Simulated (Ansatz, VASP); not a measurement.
# SiC in VASP and in Ansatz

```
Si C
1.0
    -1.48106   -2.56527    0.00000
    -0.04511    0.02604   -5.38995
     4.79811   -2.77019    0.05443
Si C
4 4
Cartesian
  1.5373 -0.8876 -5.1968
  3.1275 -1.8056 -2.0437
  1.3407 -0.7740 -2.8529
  3.4427 -3.6978 -3.2526
  3.3771 -3.6599 -5.1892
  -0.1035 -1.6504 -2.0998
  3.4281 -1.9792 -0.1932
  -0.1000 -1.6525 -0.5138
```

Alike in both runs: functional PBE; k mesh 12 × 8 × 8; occupations gaussian, width 0.01 eV; no spin polarisation.

Ansatz relaxed the structure, and its values are those at the end. VASP's run is a single point on that final structure, the one shown.

|  | VASP | Ansatz |
| --- | --- | --- |
| version | VASP 6.6.1 | Ansatz 0.2.0 |
| potentials or method | VASP PAW PBE potentials, release 64 (Si, C), cutoff 520 eV | scalar-relativistic, plane waves, PAW |
| valence electrons in the cell | 32 | 32 |

Ansatz gave:

```
gap on the k mesh at the Fermi level (eV) : none
pressure (GPa)                            : 0.0
rms of the force components (eV/Å)        : 0.003
```

Q: What did VASP give for the same quantities?

A: gap on the k mesh at the Fermi level (eV): none; pressure (GPa): -0.1; rms of the force components (eV/Å): 0.010.

A gap of «none» marks a metal or a gap that the smearing closes.
